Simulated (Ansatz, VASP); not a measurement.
**Si: VASP beside Ansatz**

INCAR

```
SYSTEM = Si
PREC = Accurate ; ENCUT = 520
EDIFF = 1E-7 ; ISMEAR = 0
SIGMA = 0.15 ; LREAL = .FALSE.
LASPH = .TRUE. ; NELM = 60
ALGO = Normal ; ISIF = 2
LWAVE = .FALSE. ; LCHARG = .TRUE.
LELF = .TRUE. ; LVHAR = .TRUE.
NBANDS = 26
```

File KPOINTS:

```
regular mesh
0
G
  8 8 8
  0 0 0
```

Contents of POSCAR:

```
Si
1.0
   -3.2836945433      3.2836945433      3.2836945433
    3.2836945433     -3.2836945433      3.2836945433
    3.2836945433      3.2836945433     -3.2836945433
Si
8
Direct
    0.2396483842      0.2396483842      0.2396483842
    0.5000000000      0.0000000000      0.2955162915
    0.2955162915      0.5000000000      0.0000000000
    0.0000000000      0.2955162915      0.5000000000
    0.7955162915      0.7955162915      0.7955162915
    0.5000000000      0.0000000000      0.7044837085
    0.7044837085      0.5000000000      0.0000000000
    0.0000000000      0.7044837085      0.5000000000
```

Input for Ansatz:

```yaml
crystal:
  lattice:
    - [-3.2836945433, 3.2836945433, 3.2836945433]
    - [3.2836945433, -3.2836945433, 3.2836945433]
    - [3.2836945433, 3.2836945433, -3.2836945433]
  atoms:
    - { symbol: Si, position: [0.2396483842, 0.2396483842, 0.2396483842] }
    - { symbol: Si, position: [0.5, 0.0, 0.2955162915] }
    - { symbol: Si, position: [0.2955162915, 0.5, 0.0] }
    - { symbol: Si, position: [0.0, 0.2955162915, 0.5] }
    - { symbol: Si, position: [0.7955162915, 0.7955162915, 0.7955162915] }
    - { symbol: Si, position: [0.5, 0.0, 0.7044837085] }
    - { symbol: Si, position: [0.7044837085, 0.5, 0.0] }
    - { symbol: Si, position: [0.0, 0.7044837085, 0.5] }
basis:
  ecutwfc: 420
kpoints:
  mp_grid: { grid: [8, 8, 8] }
hamiltonian:
  xc: lda
scf:
  occupations: { method: gaussian, width: 0.15 }
output:
  forces: true
  stress: true
  eigenvalues: true
```

Alike in both runs: task single point; functional LDA; k mesh 8 × 8 × 8; occupations gaussian, width 0.15 eV; no spin polarisation.

|  | VASP | Ansatz |
| --- | --- | --- |
| version | VASP 6.6.1 | Ansatz 0.2.0 |
| potentials or method | VASP PAW LDA potentials, release 64 (Si), cutoff 520 eV | scalar-relativistic, plane waves, PAW |
| valence electrons in the cell | 32 | 32 |

|  | VASP | Ansatz | Ansatz less VASP |
| --- | --- | --- | --- |
| gap on the k mesh at the Fermi level (eV) | none | none | - |
| pressure (GPa) | -0.7 | -0.7 | -0.05 |
| traceless stress, the component that is largest in VASP (GPa) | -1.07 | -1.06 | +0.006 |
| rms of the force components (eV/Å) | 0.233 | 0.233 | +0.0007 |

LDA's correlation is that of Perdew and Zunger in VASP and of Perdew and Wang (1992) in Ansatz. Atom by atom the forces differ by 0.004 eV/Å (rms over components). A gap of «none» marks a metal or a gap that the smearing closes.
